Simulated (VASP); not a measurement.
MgCdSe2: single point with PBE

MgCdSe2:

```
Mg Cd Se
1.0
     1.97149    1.13824    6.43309
    -1.97149    1.13824    6.43309
     0.00000   -2.27648    6.43309
Mg Cd Se
1 1 2
Direct
  0.00000 0.00000 0.00000
  0.50000 0.50000 0.50000
  0.25351 0.25351 0.25351
  0.74649 0.74649 0.74649
```

This cell differs from its parent crystal: volume changed by -3%.

| Property | Result |
| --- | --- |
| Program | VASP 6.6.1 |
| Task | single point |
| Functional | PBE |
| Potentials or basis | VASP PAW PBE potentials, release 64 (Mg, Cd, Se) |
| Cutoff | 520 eV |
| k mesh | 6 × 6 × 6 |
| Occupations | gaussian, width 0.01 eV |
| Spin | no spin polarisation |

| Item | Value |
| --- | --- |
| Pressure | 2.1 GPa |
| Largest force | 0.070 eV/Å |
| Band gap on the k mesh | 0.60 eV, indirect (least direct gap 0.81 eV) |

Forces in eV/Å, atoms in the order of the input:
```
Mg   0.000  0.000  0.000
Cd   0.000  0.000  0.000
Se   0.000  0.000  0.070
Se   0.000  0.000 -0.070
```

Levels at points of the mesh, in eV from the valence-band top:
| k point | band 9 | band 10 | band 11 | band 12 | band 13 | band 14 | band 15 | band 16 | band 17 | band 18 |
| --- | --- | --- | --- | --- | --- | --- | --- | --- | --- | --- |
| (0.00, 0.00, 0.00) | -0.32 | -0.32 | -0.30 | -0.29 | -0.29 | 1.33 | 3.44 | 5.69 | 5.69 | 7.06 |
| (0.50, 0.00, 0.00) | -4.22 | -2.37 | -1.97 | -1.37 | -1.09 | 2.42 | 3.13 | 5.92 | 6.43 | 7.35 |
| (0.50, 0.50, 0.00) | -4.22 | -1.94 | -1.92 | -0.26 | -0.21 | 0.60 | 3.41 | 4.70 | 5.68 | 5.69 |
| (0.50, 0.50, 0.50) | -3.15 | -0.63 | -0.63 | -0.01 | -0.01 | 3.50 | 3.55 | 6.52 | 6.67 | 6.67 |

Wall time 82 s on 1 thread of Intel(R) Xeon(R) 6975P-C (Granite Rapids) (shared host), peak memory 0.42 GiB.

 A k mesh can miss the band edges.
